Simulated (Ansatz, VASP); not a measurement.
# WSe in VASP and in Ansatz

File INCAR:

```
PREC = Accurate ; ENCUT = 520
EDIFF = 1E-6 ; ISMEAR = 0
SIGMA = 0.1 ; LREAL = False
LASPH = True ; NELM = 60
ALGO = Normal ; ISIF = 2
LWAVE = False ; LCHARG = False
GGA = PE ; NBANDS = 17
```

KPOINTS

```
Automatic mesh
0
Gamma
  12 12 12
```

POSCAR

```
WSe
1.0
    0.0000000000      2.8388663756      2.8388663756
    2.8388663756      0.0000000000      2.8388663756
    2.8388663756      2.8388663756      0.0000000000
W Se
1 1
Direct
    0.0000000000      0.0000000000      0.0000000000
    0.2500000000      0.2500000000      0.2500000000
```

Input for Ansatz:

```yaml
crystal:
  lattice:
    - [0.0, 2.8388664208, 2.8388664208]
    - [2.8388664208, 0.0, 2.8388664208]
    - [2.8388664208, 2.8388664208, 0.0]
  atoms:
    - { symbol: W, position: [0.0, 0.0, 0.0] }
    - { symbol: Se, position: [0.25, 0.25, 0.25] }
basis:
  ecutwfc: 420
kpoints:
  mp_grid: { grid: [12, 12, 12] }
hamiltonian:
  xc: pbe
scf:
  occupations: { method: gaussian, width: 0.1 }
  lower_state_search: "off"
output:
  forces: true
  stress: true
  eigenvalues: true
```

Alike in both runs: task single point; functional PBE; k mesh 12 × 12 × 12; occupations gaussian, width 0.1 eV; no spin polarisation.

|  | VASP | Ansatz |
| --- | --- | --- |
| version | VASP 6.6.1 | Ansatz 0.2.0 |
| potentials or method | VASP PAW PBE potentials, release 64 (W_sv, Se), cutoff 520 eV | scalar-relativistic, plane waves, PAW |
| valence electrons in the cell | 20 | 30 |

|  | VASP | Ansatz | Ansatz less VASP |
| --- | --- | --- | --- |
| gap on the k mesh at the Fermi level (eV) | none | none | - |
| pressure (GPa) | -1.6 | -1.8 | -0.24 |

A gap of «none» marks a metal or a gap that the smearing closes. VASP's potentials hold 20 valence electrons a cell and Ansatz's 30, so a difference there can come from the potentials and not from the codes.

Spin-orbit coupling is off throughout.
